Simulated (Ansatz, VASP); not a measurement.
**One calculation of MgO, two programs**

File INCAR:

```
PREC = Accurate
ENCUT = 600
EDIFF = 1E-6
ISMEAR = 0
SIGMA = 0.1
LREAL = False
LASPH = True
NELM = 120
ALGO = Normal
ISIF = 2
LWAVE = False
LCHARG = False
GGA = PE
NBANDS = 16
GGA_COMPAT = False
```

Contents of KPOINTS:

```
Automatic mesh
0
Gamma
  6 6 4
```

The input POSCAR:

```
MgO
1.0
    2.9422714537      0.0000000000      0.0000000000
    0.0000000000      2.9422714537      0.0000000000
    0.0000000000      0.0000000000      4.3679383325
Mg O
2 2
Direct
    0.0000000000      0.0000000000      0.0000000000
    0.5000000000      0.5000000000      0.5000000000
    0.5000000000      0.5000000000      0.0000000000
    0.0000000000      0.0000000000      0.5000000000
```

Input for Ansatz:

```yaml
crystal:
  lattice:
    - [2.9422714537, 0.0, 0.0]
    - [0.0, 2.9422714537, 0.0]
    - [0.0, 0.0, 4.3679383325]
  atoms:
    - { symbol: Mg, position: [0.0, 0.0, 0.0] }
    - { symbol: Mg, position: [0.5, 0.5, 0.5] }
    - { symbol: O, position: [0.5, 0.5, 0.0] }
    - { symbol: O, position: [0.0, 0.0, 0.5] }
basis:
  ecutwfc: 420
kpoints:
  mp_grid: { grid: [6, 6, 4] }
hamiltonian:
  xc: pbe
  pseudopotentials: { kind: paw }
scf:
  occupations: { method: gaussian, width: 0.1 }
output:
  forces: true
  stress: true
  eigenvalues: true
```

Alike in both runs: task single point; functional PBE; k mesh 6 × 6 × 4; occupations gaussian, width 0.1 eV; no spin polarisation.

|  | VASP | Ansatz |
| --- | --- | --- |
| version | VASP 6.6.1 | Ansatz 0.2.0 |
| potentials or method | VASP PAW PBE potentials, release 64 (Mg, O), cutoff 600 eV | scalar-relativistic, plane waves, PAW |
| valence electrons in the cell | 16 | 32 |

|  | VASP | Ansatz | Ansatz less VASP |
| --- | --- | --- | --- |
| gap on the k mesh at the Fermi level (eV) | 4.54 | 4.55 | +0.017 |
| least direct gap on the mesh (eV) | 4.54 | 4.55 | +0.017 |
| pressure (GPa) | 2.5 | 3.5 | +1.00 |
| traceless stress, the component that is largest in VASP (GPa) | -5.94 | -5.91 | +0.021 |

With one functional, cell and mesh, what is left measures potentials, basis and numerics. VASP's potentials hold 16 valence electrons a cell and Ansatz's 32, so a difference there can come from the potentials and not from the codes.
